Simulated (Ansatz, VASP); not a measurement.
## Cs in VASP and in Ansatz

```
Cs
1.0
    10.01566    0.00000    0.00000
     0.00000   10.01566    0.00000
     0.00000    0.00000    4.92542
Cs
4
Direct
  0.75011 0.24989 0.50000
  0.24989 0.75011 0.50000
  0.75011 0.75011 0.50000
  0.24989 0.24989 0.50000
```

Alike in both runs: functional PBE; k mesh 2 × 2 × 4; occupations gaussian, width 0.1 eV; no spin polarisation.

Ansatz relaxed the structure, and its values are those at the end. VASP's run is a single point on that final structure, the one shown.

|  | VASP | Ansatz |
| --- | --- | --- |
| version | VASP 6.6.1 | Ansatz 0.2.0 |
| potentials or method | VASP PAW PBE potentials, release 64 (Cs_sv), cutoff 520 eV | scalar-relativistic, plane waves, PAW |
| valence electrons in the cell | 36 | 36 |

```tsv
	VASP	Ansatz	Ansatz less VASP
gap on the k mesh at the Fermi level (eV)	none	none	-
pressure (GPa)	0.0	0.0	+0.01
```

A gap of «none» marks a metal or a gap that the smearing closes. With one functional, cell and mesh, what is left measures potentials, basis and numerics.

Spin-orbit coupling is off throughout.
